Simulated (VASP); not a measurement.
ScAl, 2 atoms in the cell. Symmetry: Pm-3m, No. 221, cubic system. The conventional cell has a = 3.436 Å, b = 3.436 Å, c = 3.436 Å, α = 90.00°, β = 90.00°, γ = 90.00°. Sc (site symmetry m-3m) has 8 Al at 2.98 Å and 6 Sc at 3.44 Å within 3.9 Å. Al (site symmetry m-3m) has 8 Sc at 2.98 Å and 6 Al at 3.44 Å within 3.9 Å. 

- Program: VASP 6.6.1
- Task: electric field gradients
- Functional: LDA
- Potentials or basis: VASP PAW LDA potentials, release 64 (Sc_sv, Al)
- Cutoff: 520 eV
- k mesh: 10 × 10 × 10
- Occupations: fermi-dirac, width 0.05 eV
- Spin: no spin polarisation
- Dipole correction: no
- Further INCAR settings: ALGO = Normal; EDIFF = 1e-08; NBANDS = 14

Potentials or basis: VASP PAW LDA potentials, release 64 (Sc_sv, Al).

Command:

```sh
$ cat potpaw_LDA.64/Sc_sv/POTCAR potpaw_LDA.64/Al/POTCAR > POTCAR
$ mpirun -np 1 vasp_std > vasp.out
```

Hardware: 1 thread of Intel Xeon 8259CL, on a shared host.

Estimate the wall time of this run.

Run time: 51 s on 1 thread of Intel Xeon 8259CL (shared host), peak memory 0.16 GiB. Counts: scf iterations 13, k points 56.
